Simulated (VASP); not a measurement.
# V: relaxation of cell and atoms with PBE

The system is V.

```
V
1.0
     2.48000    0.00000    0.00000
     0.00000    2.48000    0.00000
     0.00000    0.00000    2.48000
V
1
Direct
  0.00000 0.00000 0.00000
```

This isn't the form of V at room conditions, which is bcc.

* Program: VASP 6.6.1
* Task: relaxation of cell and atoms
* Functional: PBE
* Potentials or basis: VASP PAW PBE potentials, release 64 (V_sv)
* Cutoff: 600 eV
* k mesh: 10 × 10 × 10
* Occupations: fermi-dirac, width 0.1 eV
* Spin: collinear spin, ferromagnetic start
* Starting moments: [1.5] μB
* Dipole correction: no
* Further INCAR settings: ALGO = Normal; EDIFF = 1e-06; IBRION = 2; EDIFFG = -0.03; NSW = 80; ISIF = 3

| Property | Result |
| --- | --- |
| Relaxed volume | 14.83 Å³/atom |
| Relaxed cell | a = 2.457 Å, b = 2.457 Å, c = 2.457 Å, α = 90.00°, β = 90.00°, γ = 90.00° |
| Space group after relaxing (to 0.1 Å) | Pm-3m (No. 221) |
| Energy gained by relaxing | 4.9 meV/atom |
| Ionic steps | 3 |
| Pressure after relaxing | 0.0 GPa |
| Net moment | 0.00 μB per cell |
| Valence electrons inside the program's atomic spheres | V 11.71 |

Step by step:
```tsv
step	energy change (eV)	largest force (eV/Å)	pressure (GPa)	volume (Å³)
1	0.0000	0.0000	-3.61	15.25
2	-0.0019	0.0000	3.07	14.51
3	-0.0049	0.0000	-0.01	14.83
```

Final structure:
```
V
1.0
     2.45672    0.00000    0.00000
     0.00000    2.45672    0.00000
     0.00000    0.00000    2.45672
V
1
Direct
  0.00000 0.00000 0.00000
```

Levels at points of the mesh, in eV from the Fermi level:
Spin up:
```tsv
k point	band 4	band 5	band 6	band 7	band 8	band 9	band 10	band 11
(0.00, 0.00, 0.00)	-37.13	-6.32	-2.10	-2.10	3.48	3.48	3.48	18.15
(0.50, 0.00, 0.00)	-37.04	-2.23	-1.34	-0.19	1.52	1.52	3.66	7.67
(0.50, 0.50, 0.00)	-36.96	-3.49	-0.69	1.95	1.95	4.69	6.07	6.07
(0.50, 0.50, 0.50)	-37.86	-1.89	-1.89	-1.89	4.80	4.80	10.35	13.28
```
Spin down:
| k point | band 5 | band 6 | band 7 | band 8 | band 9 | band 10 |
| --- | --- | --- | --- | --- | --- | --- |
| (0.00, 0.00, 0.00) | -6.32 | -2.10 | -2.10 | 3.48 | 3.48 | 3.48 |
| (0.50, 0.00, 0.00) | -2.23 | -1.34 | -0.19 | 1.52 | 1.52 | 3.66 |
| (0.50, 0.50, 0.00) | -3.49 | -0.69 | 1.95 | 1.95 | 4.69 | 6.07 |
| (0.50, 0.50, 0.50) | -1.89 | -1.89 | -1.89 | 4.80 | 4.80 | 10.35 |

It took 16 s on 1 thread of Intel(R) Xeon(R) 6975P-C (Granite Rapids) (shared host), peak memory 0.15 GiB.
